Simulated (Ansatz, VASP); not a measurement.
**Ba: VASP beside Ansatz**

```xyz
2
Lattice="0.0000 4.9972 4.9972 4.9972 0.0000 4.9972 4.9972 4.9972 0.0000" Properties=species:S:1:pos:R:3 pbc="T T T"
Ba    1.2493    1.2493    1.2493
Ba    8.7450    8.7450    8.7450
```

Alike in both runs: task single point; functional RPBE; k mesh 6 × 6 × 6; occupations fermi-dirac, width 0.1 eV; no spin polarisation.

|  | VASP | Ansatz |
| --- | --- | --- |
| version | VASP 6.6.1 | Ansatz 0.2.0 |
| potentials or method | VASP PAW PBE potentials, release 64 (Ba_sv), cutoff 520 eV | plane waves (420 eV) with PAW, scalar-relativistic |
| valence electrons in the cell | 20 | 20 |

```csv
,VASP,Ansatz,Ansatz less VASP
pressure (GPa),0.1,0.1,-0.01
```

VASP's potentials were made for PBE, not for RPBE. The functional is the same, so the differences come from potentials, cutoffs and numerics.

Neither program's run includes spin-orbit coupling.
